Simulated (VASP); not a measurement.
## Pd: single point with PBEsol

Crystal: Pd.

```xyz
1
Lattice="0.0000 1.8138 1.8138 1.8138 0.0000 1.8138 1.8138 1.8138 0.0000" Properties=species:S:1:pos:R:3 pbc="T T T"
Pd    0.0000    0.0000    0.0000
```

| Quantity | Value |
| --- | --- |
| Program | VASP 6.6.1 |
| Task | single point |
| Functional | PBEsol |
| Potentials or basis | VASP PAW PBE potentials, release 64 (Pd) |
| Cutoff | 500 eV |
| k mesh | 18 × 18 × 18 |
| Occupations | fermi-dirac, width 0.08 eV |
| Spin | no spin polarisation |
| Dipole correction | no |
| Further INCAR settings | ALGO = Normal; EDIFF = 1e-06; NBANDS = 11 |

- Pressure: 68.4 GPa
- Band gap on the k mesh: zero (band 5 reaches 14.15 eV, above the bottom of band 6 at 11.86 eV)

Levels at points of the mesh, in eV from the Fermi level:
| k point | band 2 | band 3 | band 4 | band 5 | band 6 | band 7 | band 8 | band 9 |
| --- | --- | --- | --- | --- | --- | --- | --- | --- |
| (0.00, 0.00, 0.00) | -4.04 | -4.04 | -4.04 | -1.74 | -1.74 | 16.91 | 22.95 | 22.95 |
| (0.50, 0.00, 0.00) | -4.12 | -4.12 | -0.03 | -0.03 | 0.41 | 9.17 | 16.35 | 22.94 |
| (0.50, 0.50, 0.00) | -7.19 | -0.05 | 0.43 | 0.43 | 3.25 | 13.14 | 14.22 | 14.22 |

Wall time 18 s on 1 thread of Intel Xeon 6975P-C, with other jobs on the host, peak memory 0.14 GiB.

Caveat: the PAW data sets were made with another functional, which shifts forces and pressure a little.
